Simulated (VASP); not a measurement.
A run of VASP 6.6.1 is set up as follows.

File POSCAR:

```
Si
1.0
    0.0000000000      2.7155000000      2.7155000000
    2.7155000000      0.0000000000      2.7155000000
    2.7155000000      2.7155000000      0.0000000000
Si
2
Direct
    0.0000000000      0.0000000000      0.0000000000
    0.2500000000      0.2500000000      0.2500000000
```

Contents of INCAR.step1:

```
SYSTEM = Si
ALGO = Normal
EDIFF = 1E-8
ENCUT = 500
GGA = PE
ISMEAR = 0
LASPH = .TRUE.
LCHARG = .FALSE.
LREAL = .FALSE.
LWAVE = .TRUE.
NELM = 100
PREC = Accurate
SIGMA = 0.01
```

File INCAR.step2:

```
SYSTEM = Si
ALGO = Exact
EDIFF = 1E-8
ENCUT = 500
GGA = PE
ISMEAR = 0
ISTART = 1
LASPH = .TRUE.
LCHARG = .FALSE.
LOPTICS = .TRUE.
LREAL = .FALSE.
LWAVE = .TRUE.
NBANDS = 287
NELM = 1
PREC = Accurate
SIGMA = 0.01
```

File INCAR.step3:

```
SYSTEM = Si
ALGO = EVGW0
EDIFF = 1E-8
ENCUT = 500
ENCUTGW = 143.3
GGA = PE
ISMEAR = 0
ISTART = 1
LASPH = .TRUE.
LCHARG = .FALSE.
LREAL = .FALSE.
LWAVE = .FALSE.
NBANDS = 287
NBANDSGW = 12
NELMGW = 1
NOMEGA = 48
PREC = Accurate
PRECFOCK = Fast
SIGMA = 0.01
```

The input KPOINTS:

```
k-points
0
G
  2 2 2
  0 0 0
```

Potentials or basis: VASP PAW PBE potentials, release 64 (Si_GW).

Launch:

```sh
$ cat potpaw_PBE.64/Si_GW/POTCAR > POTCAR
$ cp INCAR.step1 INCAR
$ mpirun -np 1 vasp_std > vasp.out
$ cp INCAR.step2 INCAR
$ mpirun -np 1 vasp_std > vasp.out
$ cp INCAR.step3 INCAR
$ mpirun -np 1 vasp_std > vasp.out
```

(1) What does it give for the quasiparticle gap?

(2) What does it give for the least direct quasiparticle gap?

(3) Predict the band gap on the k mesh, mean-field level.

Answers

(1) 1.14 eV.

(2) 3.18 eV.

(3) 0.60 eV, indirect (least direct gap 2.44 eV).

Caveat: the k points lie up to 1.00 Å⁻¹ apart; bands, screening cutoff and mesh are small and nothing is extrapolated, so the quasiparticle values aren't converged.
